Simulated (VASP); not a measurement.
Cr:

```
Cr
1.0
     2.07633    0.00000    0.00000
    -1.03817    1.79816    0.00000
     0.00000    0.00000    3.32254
Cr
2
Direct
  0.33333 0.66667 0.25000
  0.66667 0.33333 0.75000
```

Base run:

- Program: VASP 6.6.1
- Functional: PBE
- Potentials or basis: VASP PAW PBE potentials, release 64 (Cr_sv)
- Cutoff: 600 eV
- k mesh: 17 × 17 × 9
- Occupations: fermi-dirac, width 0.1 eV
- Spin: no spin polarisation

Its results: band gap on the k mesh zero (band 14 reaches 29.43 eV, above the bottom of band 15 at 26.11 eV); pressure 523.1 GPa.

Q: The run is repeated on the same cell with these changes: potentials or basis from VASP PAW PBE potentials, release 64 (Cr_sv) to VASP PAW PBE potentials, release 64 (Cr_pv); cutoff from 600 eV to 520 eV; further incar settings from ALGO = Normal; EDIFF = 1e-06; NBANDS = 21 to ALGO = Normal; EDIFF = 1e-07; NBANDS = 19; valence electrons from 28 to 24. What comes out?

A: Band gap on the k mesh zero (band 12 reaches 24.15 eV, above the bottom of band 13 at 20.80 eV); pressure 551.9 GPa.

Caveats: the run has no spin polarisation, though such a crystal can be magnetic.
